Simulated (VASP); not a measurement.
# Zr3Hg (Pm-3n) in VASP: single point with LDA

Aim: the single point of Zr3Hg with LDA.

Program: VASP 6.6.1. These are calculated values, not measurements. Logs are shortened: lines on timing, memory, paths and dates and some standing lists are left out, and cuts for length are marked.

## 1. The cell of the first run

The structure is cubic, space group Pm-3n (No. 223). Conventional cell: a = 5.560 Å, b = 5.560 Å, c = 5.560 Å, α = 90.00°, β = 90.00°, γ = 90.00°. Zr (site symmetry -4m2) has 10 Zr at 2.78 to 3.40 Å and 4 Hg at 3.11 Å within 3.7 Å. Within 4.1 Å of Hg (site symmetry m-3) lie 12 Zr at 3.11 Å.

## 2. Single point, LDA

Contents of INCAR:

```
  PREC = Accurate
  ENCUT = 520
  EDIFF = 1E-6
  ISMEAR = -1
  SIGMA = 0.1
  LREAL = False
  LASPH = True
  NELM = 100
  ALGO = Normal
  ISIF = 2
  LWAVE = False
  LCHARG = False
  GGA = CA
  NBANDS = 58
```

Contents of KPOINTS:

```
Automatic mesh
0
Gamma
  4 4 4
```

Contents of POSCAR:

```
Zr3Hg
1.0
    5.5600000000      0.0000000000      0.0000000000
    0.0000000000      5.5600000000      0.0000000000
    0.0000000000      0.0000000000      5.5600000000
Zr Hg
6 2
Direct
    0.2500000000      0.0000000000      0.5000000000
    0.5000000000      0.7500000000      0.0000000000
    0.7500000000      0.0000000000      0.5000000000
    0.5000000000      0.2500000000      0.0000000000
    0.0000000000      0.5000000000      0.7500000000
    0.0000000000      0.5000000000      0.2500000000
    0.0000000000      0.0000000000      0.0000000000
    0.5000000000      0.5000000000      0.5000000000
```

Potentials or basis: VASP PAW LDA potentials, release 64 (Zr_sv, Hg).

Run with:

```console
$ cat potpaw_LDA.64/Zr_sv/POTCAR potpaw_LDA.64/Hg/POTCAR > POTCAR
$ mpirun -np 1 vasp_std > vasp.out
```

OUTCAR:

```text
PREC = Accurate
   ENCUT = 520
   EDIFF = 1E-6
   ISMEAR = -1
   LREAL = False
   LASPH = True
   NELM = 100
   ISIF = 2
   GGA = CA

 ion  position               nearest neighbor table
   1  0.250  0.000  0.500-   3 2.78   3 2.78   8 3.11   7 3.11   8 3.11   7 3.11   4 3.40   2 3.40
                             4 3.40   2 3.40   5 3.40   6 3.40   6 3.40   5 3.40
   2  0.500  0.750  0.000-   4 2.78   4 2.78   8 3.11   8 3.11   7 3.11   7 3.11   3 3.40   3 3.40
                             1 3.40   1 3.40   6 3.40   5 3.40   6 3.40   5 3.40
   3  0.750  0.000  0.500-   1 2.78   1 2.78   8 3.11   7 3.11   8 3.11   7 3.11   4 3.40   2 3.40
                             4 3.40   2 3.40   5 3.40   6 3.40   6 3.40   5 3.40
   4  0.500  0.250  0.000-   2 2.78   2 2.78   8 3.11   8 3.11   7 3.11   7 3.11   3 3.40   1 3.40
                             3 3.40   1 3.40   6 3.40   5 3.40   6 3.40   5 3.40
   5  0.000  0.500  0.750-   6 2.78   6 2.78   8 3.11   7 3.11   7 3.11   8 3.11   3 3.40   4 3.40
                             1 3.40   3 3.40   1 3.40   2 3.40   4 3.40   2 3.40
   6  0.000  0.500  0.250-   5 2.78   5 2.78   8 3.11   7 3.11   7 3.11   8 3.11   3 3.40   4 3.40
                             1 3.40   3 3.40   1 3.40   2 3.40   4 3.40   2 3.40
   7  0.000  0.000  0.000-   1 3.11   2 3.11   3 3.11   4 3.11   5 3.11   6 3.11   1 3.11   3 3.11
                             5 3.11   6 3.11   2 3.11   4 3.11
   8  0.500  0.500  0.500-   1 3.11   2 3.11   3 3.11   4 3.11   5 3.11   6 3.11   2 3.11   4 3.11
                             1 3.11   3 3.11   5 3.11   6 3.11

  LATTYP: Found a simple cubic cell.
 ALAT       =     5.5600000000

  Lattice vectors:

 A1 = (   5.5600000000,   0.0000000000,   0.0000000000)
 A2 = (   0.0000000000,   5.5600000000,   0.0000000000)
 A3 = (   0.0000000000,   0.0000000000,   5.5600000000)

Analysis of symmetry for initial positions (statically):
=====================================================================
 Subroutine PRICEL returns:
 Original cell was already a primitive cell.

 Routine SETGRP: Setting up the symmetry group for a
 simple cubic supercell.

 Subroutine GETGRP returns: Found 48 space group operations
 (whereof 24 operations were pure point group operations)
 out of a pool of 48 trial point group operations.

The static configuration has the point symmetry T_h .
 The point group associated with its full space group is O_h .

Analysis of symmetry for dynamics (positions and initial velocities):
=====================================================================
 Subroutine PRICEL returns:
 Original cell was already a primitive cell.

 Routine SETGRP: Setting up the symmetry group for a
 simple cubic supercell.

 Subroutine GETGRP returns: Found 48 space group operations
 (whereof 24 operations were pure point group operations)
 out of a pool of 48 trial point group operations.

The dynamic configuration has the point symmetry T_h .
 The point group associated with its full space group is O_h .

 Subroutine INISYM returns: Found 48 space group operations
 (whereof 24 operations are pure point group operations),
 and found     1 'primitive' translations

----------------------------------------------------------------------------------------

                                     Primitive cell

  volume of cell :     171.8796

  direct lattice vectors                    reciprocal lattice vectors
     5.560000000  0.000000000  0.000000000     0.179856115  0.000000000  0.000000000
     0.000000000  5.560000000  0.000000000     0.000000000  0.179856115  0.000000000
     0.000000000  0.000000000  5.560000000     0.000000000  0.000000000  0.179856115

  length of vectors
     5.560000000  5.560000000  5.560000000     0.179856115  0.179856115  0.179856115

  position of ions in fractional coordinates (direct lattice)
     0.250000000  0.000000000  0.500000000
     0.500000000  0.750000000  0.000000000
     0.750000000  0.000000000  0.500000000
     0.500000000  0.250000000  0.000000000
     0.000000000  0.500000000  0.750000000
     0.000000000  0.500000000  0.250000000
     0.000000000  0.000000000  0.000000000
     0.500000000  0.500000000  0.500000000

  ion indices of the primitive-cell ions
   primitive index   ion index
                 1           1
                 2           2
                 3           3
                 4           4
                 5           5
                 6           6
                 7           7
                 8           8

----------------------------------------------------------------------------------------

 KPOINTS: Automatic mesh

Automatic generation of k-mesh.
 Grid dimensions read from file:
 generate k-points for:    4    4    4

 Generating k-lattice:

  Cartesian coordinates                     Fractional coordinates (reciprocal lattice)
     0.044964029  0.000000000  0.000000000     0.250000000  0.000000000  0.000000000
     0.000000000  0.044964029  0.000000000     0.000000000  0.250000000  0.000000000
     0.000000000  0.000000000  0.044964029     0.000000000  0.000000000  0.250000000

  Length of vectors
     0.044964029  0.044964029  0.044964029

  Shift w.r.t. Gamma in fractional coordinates (k-lattice)
     0.000000000  0.000000000  0.000000000

 Subroutine IBZKPT returns following result:
 ===========================================

 Found     10 irreducible k-points:

 Following reciprocal coordinates:
            Coordinates               Weight
  0.000000  0.000000  0.000000      1.000000
  0.250000  0.000000  0.000000      6.000000
  0.500000  0.000000  0.000000      3.000000
  0.250000  0.250000  0.000000     12.000000
  0.500000  0.250000  0.000000     12.000000
  0.500000  0.500000  0.000000      3.000000
  0.250000  0.250000  0.250000      8.000000
  0.500000  0.250000  0.250000     12.000000
  0.500000  0.500000  0.250000      6.000000
  0.500000  0.500000  0.500000      1.000000
   k-points           NKPTS =     10   k-points in BZ     NKDIM =     10   number of bands    NBANDS=     58
   number of dos      NEDOS =    301   number of ions     NIONS =      8
   total plane-waves  NPLWV =  74088
   dimension x,y,z NGX =    42 NGY =   42 NGZ =   42
   dimension x,y,z NGXF=    84 NGYF=   84 NGZF=   84
   ions per type =               6   2
   NGX,Y,Z   is equivalent  to a cutoff of  12.56, 12.56, 12.56 a.u.
   NGXF,Y,Z  is equivalent  to a cutoff of  25.12, 25.12, 25.12 a.u.
 SYSTEM =  unknown system
   PREC   = accura    normal or accurate (medium, high low for compatibility)
   ISTART =      0    job   : 0-new  1-cont  2-samecut
   ICHARG =      2    charge: 1-file 2-atom 10-const
   ISPIN  =      1    spin polarized calculation?
   LNONCOLLINEAR =      F non collinear calculations
   LSORBIT =      F    spin-orbit coupling
   LASPH  =      T    aspherical Exc in radial PAW
   ENCUT  =  520.0 eV  38.22 Ry    6.18 a.u.  10.34 10.34 10.34*2*pi/ulx,y,z
   NELM   =    100;   NELMIN=  2; NELMDL= -5     # of ELM steps
   EDIFF  = 0.1E-05   stopping-criterion for ELM
   LREAL  =      F    real-space projection
   EDIFFG = 0.1E-04   stopping-criterion for IOM
   NSW    =      0    number of steps for IOM
   IBRION =     -1    ionic relax: 0-MD 1-quasi-New 2-CG
   NFREE  =      0    steps in history (QN), initial steepest desc. (CG)
   ISIF   =      2    stress and relaxation
   ISYM   =      2    0-nonsym 1-usesym 2-fastsym
   POTIM  = 0.5000    time-step for ionic-motion
   TEBEG  =    0.0;   TEEND  =   0.0 temperature during run
   PSTRESS=    0.0 pullay stress
   NELECT =      96.0000    total number of electrons
   NUPDOWN=      -1.0000    fix difference up-down
   EMIN   =  10.00;   EMAX   =-10.00  energy-range for DOS
   EFERMI =   0.00;   METHOD = LEGACY
   ISMEAR =    -1;   SIGMA  =   0.10  broadening in eV -4-tet -1-fermi 0-gaus
   EFERMI_NEDOS =   21; number of points for ismear=-14 and -15
   IALGO  =     38    algorithm
   IMIX   =      4    mixing-type and parameters
     AMIX     =   0.40;   BMIX     =  1.00
     AMIX_MAG =   1.60;   BMIX_MAG =  1.00
  volume/ion in A,a.u.               =      21.48       144.99
  Fermi-wavevector in a.u.,A,eV,Ry     =   1.348209  2.547745 24.730856  1.817667
  Thomas-Fermi vector in A             =   2.475896
   LORBIT       =      0    0 simple, 1 ext, 2 COOP (PROOUT), +10 PAW based schemes
   GGA     = CA    functional components
   LHFCALC =     F    Hartree Fock is set to
   AEXX    =    0.0000 exact exchange contribution
   IVDW    =     0    specifies the selected vdW correction
   LEPSILON=     F    determine dielectric tensor
   LRPA    =     F    only Hartree local field effects (RPA)
 non-spin polarized calculation
  energy-cutoff  :      520.00
  volume of cell :      171.88
 maximum number of plane-waves:      4680
 NGX is ok and might be reduce to    42
   NGX = 21   NGY = 21   NGZ = 21

 number of electron      96.0000008 magnetization

 Free energy of the ion-electron system (eV)
  ---------------------------------------------------
  ext. energy  EPLUGINS =         0.00000000
  ---------------------------------------------------
  free energy    TOTEN  =       -60.05544069 eV

  energy without entropy =      -59.82356351  energy(sigma->0) =      -59.93950210

 E-fermi :   7.9409     XC(G=0): -11.6784

 val. band max:        7.8392523463   @ k =   0.5000   0.5000   0.0000
 cond. band min:       7.9425815655   @ k =   0.5000   0.0000   0.0000
 fundamental gap:      0.1033292191
 Fermi energy:         7.9408784208

 k-point     1 :       0.0000    0.0000    0.0000
  band No.  band energies     occupation
      1     -40.3212      2.00000
      2     -40.2517      2.00000
      3     -40.2517      2.00000
      4     -40.0471      2.00000
      5     -40.0471      2.00000
      6     -40.0471      2.00000
[... 50 lines left out ...]
     57      11.2223      0.00000
     58      11.2639      0.00000

 k-point     2 :       0.2500    0.0000    0.0000
  band No.  band energies     occupation
      1     -40.3057      2.00000
      2     -40.2593      2.00000
      3     -40.2278      2.00000
      4     -40.0803      2.00000
      5     -40.0471      2.00000
      6     -40.0471      2.00000
[... 50 lines left out ...]
     57      11.1390      0.00000
     58      11.7458      0.00000

 k-point     3 :       0.5000    0.0000    0.0000
  band No.  band energies     occupation
      1     -40.2795      2.00000
      2     -40.2795      2.00000
      3     -40.1579      2.00000
      4     -40.1579      2.00000
      5     -40.0471      2.00000
      6     -40.0471      2.00000
[... 50 lines left out ...]
     57      11.1313      0.00000
     58      11.1413      0.00000

 k-point     4 :       0.2500    0.2500    0.0000
  band No.  band energies     occupation
      1     -40.2909      2.00000
      2     -40.2470      2.00000
      3     -40.2229      2.00000
      4     -40.0838      2.00000
      5     -40.0773      2.00000
      6     -40.0471      2.00000
[... 50 lines left out ...]
     57      10.9925      0.00000
     58      11.1473      0.00000

 k-point     5 :       0.5000    0.2500    0.0000
  band No.  band energies     occupation
      1     -40.2771      2.00000
      2     -40.2478      2.00000
      3     -40.1603      2.00000
      4     -40.1580      2.00000
      5     -40.0802      2.00000
      6     -40.0471      2.00000
[... 50 lines left out ...]
     57      10.3688      0.00000
     58      10.4949      0.00000

 k-point     6 :       0.5000    0.5000    0.0000
  band No.  band energies     occupation
      1     -40.2747      2.00000
      2     -40.1860      2.00000
      3     -40.1627      2.00000
      4     -40.1627      2.00000
      5     -40.1389      2.00000
      6     -40.0471      2.00000
[... 50 lines left out ...]
     57       9.9165      0.00000
     58       9.9923      0.00000

 k-point     7 :       0.2500    0.2500    0.2500
  band No.  band energies     occupation
      1     -40.2704      2.00000
      2     -40.2289      2.00000
      3     -40.2289      2.00000
      4     -40.0830      2.00000
      5     -40.0830      2.00000
      6     -40.0764      2.00000
[... 50 lines left out ...]
     57      11.2542      0.00000
     58      11.2862      0.00000

 k-point     8 :       0.5000    0.2500    0.2500
  band No.  band energies     occupation
      1     -40.2451      2.00000
      2     -40.2451      2.00000
      3     -40.1603      2.00000
      4     -40.1603      2.00000
      5     -40.0808      2.00000
      6     -40.0808      2.00000
[... 50 lines left out ...]
     57      10.4238      0.00000
     58      10.4238      0.00000

 k-point     9 :       0.5000    0.5000    0.2500
  band No.  band energies     occupation
      1     -40.2422      2.00000
      2     -40.1792      2.00000
      3     -40.1626      2.00000
      4     -40.1626      2.00000
      5     -40.1459      2.00000
      6     -40.0813      2.00000
[... 50 lines left out ...]
     57       9.9035      0.00000
     58       9.9490      0.00000

 k-point    10 :       0.5000    0.5000    0.5000
  band No.  band energies     occupation
      1     -40.1626      2.00000
      2     -40.1626      2.00000
      3     -40.1626      2.00000
      4     -40.1626      2.00000
      5     -40.1626      2.00000
      6     -40.1626      2.00000
[... 50 lines left out ...]
     57       9.5148      0.00000
     58       9.5148      0.00000

------------------------ aborting loop because EDIFF is reached ----------------------------------------

  FORCE on cell =-STRESS in cart. coord.  units (eV):
  Direction    XX          YY          ZZ          XY          YZ          ZX
  --------------------------------------------------------------------------------------
  -------------------------------------------------------------------------------------
  Total       -5.2632324     -5.2632324     -5.2632324     -0.0000000     -0.0000000     -0.0000000
  in kB      -49.0612661    -49.0612661    -49.0612661     -0.0000000     -0.0000000     -0.0000000
  external PRESSURE =     -49.0612661 kB  Pullay stress =       0.0000000 kB

 VOLUME and BASIS-vectors are now :
 -----------------------------------------------------------------------------
  energy-cutoff  :      520.00
  volume of cell :      171.88
      direct lattice vectors                 reciprocal lattice vectors
     5.560000000  0.000000000  0.000000000     0.179856115  0.000000000  0.000000000
     0.000000000  5.560000000  0.000000000     0.000000000  0.179856115  0.000000000
     0.000000000  0.000000000  5.560000000     0.000000000  0.000000000  0.179856115

 POSITION                                       TOTAL-FORCE (eV/Angst)
 -----------------------------------------------------------------------------------
      1.39000      0.00000      2.78000        -0.000000      0.000000      0.000000
      2.78000      4.17000      0.00000        -0.000000     -0.000000      0.000000
      4.17000      0.00000      2.78000         0.000000      0.000000     -0.000000
      2.78000      1.39000      0.00000        -0.000000      0.000000      0.000000
      0.00000      2.78000      4.17000         0.000000     -0.000000     -0.000000
      0.00000      2.78000      1.39000        -0.000000      0.000000      0.000000
      0.00000      0.00000      0.00000        -0.000000     -0.000000     -0.000000
      2.78000      2.78000      2.78000        -0.000000     -0.000000     -0.000000
 -----------------------------------------------------------------------------------
    total drift:                                0.000000     -0.000000     -0.000000

  FREE ENERGIE OF THE ION-ELECTRON SYSTEM (eV)
  ---------------------------------------------------
  free  energy   TOTEN  =       -60.0554406904 eV

  energy  without entropy=      -59.8235635077  energy(sigma->0) =      -59.93950210
```

It took 73 s on 1 thread of Intel Xeon Platinum 8375C at 2.90GHz (Ice Lake), shared host; peak memory 0.25 GiB.

Results:

```
Free energy            : -60.0554 eV
Pressure               : -4.9 GPa
Band gap on the k mesh : zero (band 48 reaches 7.94 eV, above the bottom of band 49 at 7.38 eV)
```

Caveat: spin-orbit coupling is left out, which moves the levels of the heavy elements.
